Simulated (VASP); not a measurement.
# SnO2 (R-3m) in VASP: vibrations by perturbation theory with LDA

Aim: the vibrations by perturbation theory of SnO2 with LDA.

Program: VASP 6.6.1. These are calculated values, not measurements. Logs are shortened: lines on timing, memory, paths and dates and some standing lists are left out, and cuts for length are marked.

**1. The cell of the first run**

Symmetry: R-3m, No. 166, trigonal system. The conventional cell has a = 3.234 Å, b = 3.234 Å, c = 14.402 Å, α = 90.00°, β = 90.00°, γ = 120.00°. Sn (site symmetry -3m) has 6 O at 2.13 Å within 2.8 Å. O (site symmetry 3m) has 3 Sn at 2.13 Å and 3 O at 2.76 Å within 2.8 Å.

**2. Vibrations by perturbation theory, LDA**

File INCAR:

```
SYSTEM = SnO2
  ALGO = Normal
  EDIFF = 1E-8
  ENCUT = 520
  IBRION = 8
  ISIF = 2
  ISMEAR = 1
  LASPH = .True.
  LCHARG = .True.
  LREAL = .False.
  LWAVE = .False.
  NBANDS = 20
  NELM = 80
  NSW = 1
  PREC = Accurate
  SIGMA = 0.02
```

File KPOINTS:

```
k-points
0
Gamma
  6 6 6
  0 0 0
```

File POSCAR:

```
SnO2
1.0
    1.6170930800      0.9336291200      4.8005925800
   -1.6170930800      0.9336291200      4.8005925800
    0.0000000000     -1.8672582400      4.8005925800
Sn O
1 2
Direct
    0.5000000000      0.5000000000      0.5000000000
    0.2371700000      0.2371700000      0.2371700000
    0.7628300000      0.7628300000      0.7628300000
```

Potentials or basis: VASP PAW LDA potentials, release 64 (Sn_d, O).

The run is started by

```console
$ cat potpaw_LDA.64/Sn_d/POTCAR potpaw_LDA.64/O/POTCAR > POTCAR
$ mpirun -np 1 vasp_std > vasp.out
```

OUTCAR:

```text
SYSTEM = SnO2
   EDIFF = 1E-8
   ENCUT = 520
   IBRION = 8
   ISIF = 2
   ISMEAR = 1
   LASPH = .True.
   LREAL = .False.
   NELM = 80
   NSW = 1
   PREC = Accurate

 ion  position               nearest neighbor table
   1  0.500  0.500  0.500-   2 2.13   3 2.13   2 2.13   2 2.13   3 2.13   3 2.13
   2  0.237  0.237  0.237-   1 2.13   1 2.13   1 2.13
   3  0.763  0.763  0.763-   1 2.13   1 2.13   1 2.13

  LATTYP: Found a trigonal (rhomboedric) cell.
 ALAT       =     5.1509554922
 COS(alpha) =     0.8028828377

  Lattice vectors:

 A1 = (   1.6170930800,   0.9336291200,   4.8005925800)
 A2 = (  -1.6170930800,   0.9336291200,   4.8005925800)
 A3 = (   0.0000000000,  -1.8672582400,   4.8005925800)

Analysis of symmetry for initial positions (statically):
=====================================================================
 Subroutine PRICEL returns:
 Original cell was already a primitive cell.

 Routine SETGRP: Setting up the symmetry group for a
 trigonal (rhombohedral) supercell.

 Subroutine GETGRP returns: Found 12 space group operations
 (whereof 12 operations were pure point group operations)
 out of a pool of 12 trial point group operations.

The static configuration has the point symmetry D_3d.

Analysis of symmetry for dynamics (positions and initial velocities):
=====================================================================
 Subroutine PRICEL returns:
 Original cell was already a primitive cell.

 Routine SETGRP: Setting up the symmetry group for a
 trigonal (rhombohedral) supercell.

 Subroutine GETGRP returns: Found 12 space group operations
 (whereof 12 operations were pure point group operations)
 out of a pool of 12 trial point group operations.

The dynamic configuration has the point symmetry D_3d.

 Subroutine INISYM returns: Found 12 space group operations
 (whereof 12 operations are pure point group operations),
 and found     1 'primitive' translations

----------------------------------------------------------------------------------------

                                     Primitive cell

  volume of cell :      43.4866

  direct lattice vectors                    reciprocal lattice vectors
     1.617093080  0.933629120  4.800592580     0.309196797  0.178514855  0.069435872
    -1.617093080  0.933629120  4.800592580    -0.309196797  0.178514855  0.069435872
     0.000000000 -1.867258240  4.800592580     0.000000000 -0.357029709  0.069435872

  length of vectors
     5.150955492  5.150955492  5.150955489     0.363719057  0.363719057  0.363719059

  position of ions in fractional coordinates (direct lattice)
     0.500000000  0.500000000  0.500000000
     0.237170000  0.237170000  0.237170000
     0.762830000  0.762830000  0.762830000

  ion indices of the primitive-cell ions
   primitive index   ion index
                 1           1
                 2           2
                 3           3

----------------------------------------------------------------------------------------

 KPOINTS: k-points

Automatic generation of k-mesh.
 Grid dimensions read from file:
 generate k-points for:    6    6    6

 Generating k-lattice:

  Cartesian coordinates                     Fractional coordinates (reciprocal lattice)
     0.051532799  0.029752476  0.011572645     0.166666667 -0.000000000  0.000000000
    -0.051532799  0.029752476  0.011572645    -0.000000000  0.166666667  0.000000000
     0.000000000 -0.059504952  0.011572645     0.000000000  0.000000000  0.166666667

  Length of vectors
     0.060619843  0.060619843  0.060619843

  Shift w.r.t. Gamma in fractional coordinates (k-lattice)
     0.000000000  0.000000000  0.000000000

 Subroutine IBZKPT returns following result:
 ===========================================

 Found     32 irreducible k-points:

 Following reciprocal coordinates:
            Coordinates               Weight
  0.000000  0.000000  0.000000      1.000000
  0.166667  0.000000  0.000000      6.000000
  0.333333 -0.000000  0.000000      6.000000
  0.500000 -0.000000  0.000000      3.000000
[... 35 lines left out ...]
   LSORBIT =      F    spin-orbit coupling
   LASPH  =      T    aspherical Exc in radial PAW
   ENCUT  =  520.0 eV  38.22 Ry    6.18 a.u.   9.58  9.58  9.58*2*pi/ulx,y,z
   NELM   =     80;   NELMIN=  2; NELMDL= -5     # of ELM steps
   EDIFF  = 0.1E-07   stopping-criterion for ELM
   LREAL  =      F    real-space projection
   EDIFFG = 0.1E-06   stopping-criterion for IOM
   NSW    =      1    number of steps for IOM
   IBRION =      8    ionic relax: 0-MD 1-quasi-New 2-CG
   NFREE  =      0    steps in history (QN), initial steepest desc. (CG)
   ISIF   =      2    stress and relaxation
   ISYM   =      2    0-nonsym 1-usesym 2-fastsym
   POTIM  = 0.5000    time-step for ionic-motion
   TEBEG  =    0.0;   TEEND  =   0.0 temperature during run
   PSTRESS=    0.0 pullay stress
   NELECT =      26.0000    total number of electrons
   NUPDOWN=      -1.0000    fix difference up-down
   EMIN   =  10.00;   EMAX   =-10.00  energy-range for DOS
   EFERMI =   0.00;   METHOD = LEGACY
   ISMEAR =     1;   SIGMA  =   0.02  broadening in eV -4-tet -1-fermi 0-gaus
   EFERMI_NEDOS =   21; number of points for ismear=-14 and -15
   IALGO  =     38    algorithm
   IMIX   =      4    mixing-type and parameters
     AMIX     =   0.40;   BMIX     =  1.00
     AMIX_MAG =   1.60;   BMIX_MAG =  1.00
  volume/ion in A,a.u.               =      14.50        97.82
  Fermi-wavevector in a.u.,A,eV,Ry     =   1.379158  2.606231 25.879336  1.902078
  Thomas-Fermi vector in A             =   2.504154
   LORBIT       =      0    0 simple, 1 ext, 2 COOP (PROOUT), +10 PAW based schemes
   GGA     = CA    functional components
   LHFCALC =     F    Hartree Fock is set to
   AEXX    =    0.0000 exact exchange contribution
   IVDW    =     0    specifies the selected vdW correction
   LEPSILON=     F    determine dielectric tensor
   LRPA    =     F    only Hartree local field effects (RPA)
 non-spin polarized calculation
 Methfessel and Paxton  Order N= 1 SIGMA  =   0.02
  energy-cutoff  :      520.00
  volume of cell :       43.49
 maximum number of plane-waves:      1188
 NGX is ok and might be reduce to    40
   NGX = 19   NGY = 19   NGZ = 19

--------------------------------------- Ionic step        1  -------------------------------------------

 number of electron      26.0000004 magnetization

 Free energy of the ion-electron system (eV)
  ---------------------------------------------------
  ext. energy  EPLUGINS =         0.00000000
  ---------------------------------------------------
  free energy    TOTEN  =       -20.43655225 eV

  energy without entropy =      -20.43659441  energy(sigma->0) =      -20.43656630

 E-fermi :   3.0079     XC(G=0): -10.5619

 val. band max:        2.9916400048   @ k =  -0.1667   0.1667   0.0000
 cond. band min:       4.7597012368   @ k =   0.0000   0.0000   0.0000
 fundamental gap:      1.7680612320
 Fermi energy:         3.0079458416

 k-point     1 :       0.0000    0.0000    0.0000
  band No.  band energies     occupation
      1     -16.9066      2.00000
      2     -16.7204      2.00000
      3     -16.7204      2.00000
      4     -16.5234      2.00000
      5     -16.5234      2.00000
      6     -14.7379      2.00000
[... 541 lines left out ...]
     19      16.4334      0.00000
     20      18.4712      0.00000

 [... further k-points ...]
[... 5 lines left out ...]
  --------------------------------------------------------------------------------------
  -------------------------------------------------------------------------------------
  Total       -2.4645618     -2.4645618     -1.9363823      0.0000000      0.0000000     -0.0000000
  in kB      -90.8018685    -90.8018675    -71.3421471      0.0000000      0.0000000     -0.0000000
  external PRESSURE =     -84.3152944 kB  Pullay stress =       0.0000000 kB

 VOLUME and BASIS-vectors are now :
 -----------------------------------------------------------------------------
  energy-cutoff  :      520.00
  volume of cell :       43.49
      direct lattice vectors                 reciprocal lattice vectors
     1.617093080  0.933629120  4.800592580     0.309196797  0.178514855  0.069435872
    -1.617093080  0.933629120  4.800592580    -0.309196797  0.178514855  0.069435872
     0.000000000 -1.867258240  4.800592580     0.000000000 -0.357029709  0.069435872

 POSITION                                       TOTAL-FORCE (eV/Angst)
 -----------------------------------------------------------------------------------
      0.00000      0.00000      7.20089        -0.000000      0.000000     -0.000000
      0.00000      0.00000      3.41567         0.000000      0.000000     -0.618010
      0.00000      0.00000     10.98611         0.000000     -0.000000      0.618010
 -----------------------------------------------------------------------------------
    total drift:                               -0.000000      0.000000      0.000000

  FREE ENERGIE OF THE ION-ELECTRON SYSTEM (eV)
  ---------------------------------------------------
  free  energy   TOTEN  =       -20.4365522508 eV

  energy  without entropy=      -20.4365944067  energy(sigma->0) =      -20.43656630

[... ionic steps 2 to 3 ...]

--------------------------------------- Ionic step        4  -------------------------------------------

------------------------ aborting loop because EDIFF is reached ----------------------------------------
[... 11 lines left out ...]
[... ionic steps 8 to 8 ...]

--------------------------------------- Ionic step        9  -------------------------------------------

 Free energy of the ion-electron system (eV)
  ---------------------------------------------------
  ---------------------------------------------------
  free energy    TOTEN  =        -0.37199939 eV

  energy without entropy =       -0.37199942

------------------------ aborting loop because EDIFF is reached ----------------------------------------

 INTERNAL STRAIN TENSOR  FOR ION    2  DIRECTION 3   (eV/Angst):
 -----------------------------------------------------------------------------
    -8.38300  0.00000  0.00000
     0.00000 -8.38300 -0.00000
    -0.00000 -0.00000-13.41910

 INTERNAL STRAIN TENSOR FOR ION    3 for displacements in x,y,z  (eV/Angst):
          X           Y           Z          XY          YZ          ZX
  --------------------------------------------------------------------------------
  x    -0.00000     0.00000    -0.00000    -0.15493     0.00000     9.84201
  y    -0.15493     0.15493    -0.00000     0.00000    10.20544     0.00000
  z     8.38300     8.38300    13.41910     0.00000     0.00000     0.00000

 SECOND DERIVATIVES (NOT SYMMETRIZED)
 ------------------------------------
               1X          1Y          1Z          2X          2Y          2Z          3X          3Y          3Z
  1X   -12.324407    0.000000    0.000000    6.162204    0.000000    0.000000    6.162204    0.000000    0.000000
  1Y     0.000000  -12.324407   -0.000000    0.000000    6.162204    0.000000    0.000000    6.162204    0.000000
  1Z     0.000000    0.000000  -18.756756    0.000000   -0.000000    9.378378    0.000000   -0.000000    9.378378
  2X     6.164794    0.000000    0.000000   -8.181443   -0.000000   -0.000000    2.016650    0.000000    0.000000
  2Y     0.000000    6.164793   -0.000000    0.000000   -8.181443    0.000000   -0.000000    2.016650    0.000000
  2Z     0.000000   -0.000000    9.362010    0.000000    0.000000  -11.027199    0.000000    0.000000    1.665189
  3X     6.164794    0.000000    0.000000    2.016650    0.000000    0.000000   -8.181443   -0.000000   -0.000000
  3Y     0.000000    6.164793   -0.000000   -0.000000    2.016650    0.000000    0.000000   -8.181443    0.000000
  3Z     0.000000   -0.000000    9.362010    0.000000    0.000000    1.665189    0.000000    0.000000  -11.027199

 Eigenvectors and eigenvalues of the dynamical matrix
 ----------------------------------------------------

   1 f  =   13.923949 THz    87.486750 2PiTHz  464.452936 cm-1    57.584799 meV
             X         Y         Z           dx          dy          dz
      0.000000  0.000000  7.200889    -0.000000    0.000000    0.000000
      0.000000  0.000000  3.415670    -0.000000    0.000000   -0.707107
      0.000000  0.000000 10.986108     0.000000   -0.000000    0.707107
[... 43 lines left out ...]
   9 f/i=    0.004816 THz     0.030261 2PiTHz    0.160648 cm-1     0.019918 meV
             X         Y         Z           dx          dy          dz
      0.000000  0.000000  7.200889    -0.000000    0.000000    0.887344
      0.000000  0.000000  3.415670    -0.000000    0.000000    0.326053
      0.000000  0.000000 10.986108    -0.000000    0.000000    0.326053

--------------------------------------------------------------------------------------------------------

 ELASTIC MODULI CONTR FROM IONIC RELAXATION (kBar)
 Direction    XX          YY          ZZ          XY          YZ          ZX
 --------------------------------------------------------------------------------
 XX        -408.1548   -407.8079   -653.0772      0.0000     11.4247     -0.0000
 YY        -407.8079   -408.1548   -653.0772      0.0000    -11.4247     -0.0000
 ZZ        -653.0772   -653.0772  -1045.4148      0.0000     -0.0000     -0.0000
 XY           0.0000      0.0000      0.0000     -0.1734      0.0000     11.0179
 YZ          11.4247    -11.4247     -0.0000      0.0000   -752.5406     -0.0000
 ZX          -0.0000     -0.0000     -0.0000     11.0179     -0.0000   -699.8962
 --------------------------------------------------------------------------------
```

Wall time 14 min (1 thread of Intel Xeon 6975P-C, shared host); peak memory 0.44 GiB.

Results:

```
Highest phonon frequency at Γ, LO-TO splitting left out : 464 cm⁻¹
```

Phonon frequencies in cm⁻¹ (negative: imaginary):
| q point | frequencies |
| --- | --- |
| (0.000, 0.000, 0.000) | 0 0 0 365 365 416 416 450 464 |

Caveat: the k points lie up to 0.38 Å⁻¹ apart; the cell wasn't relaxed at this level first, which shifts response properties; spin-orbit coupling is left out, which moves the levels of the heavy elements.
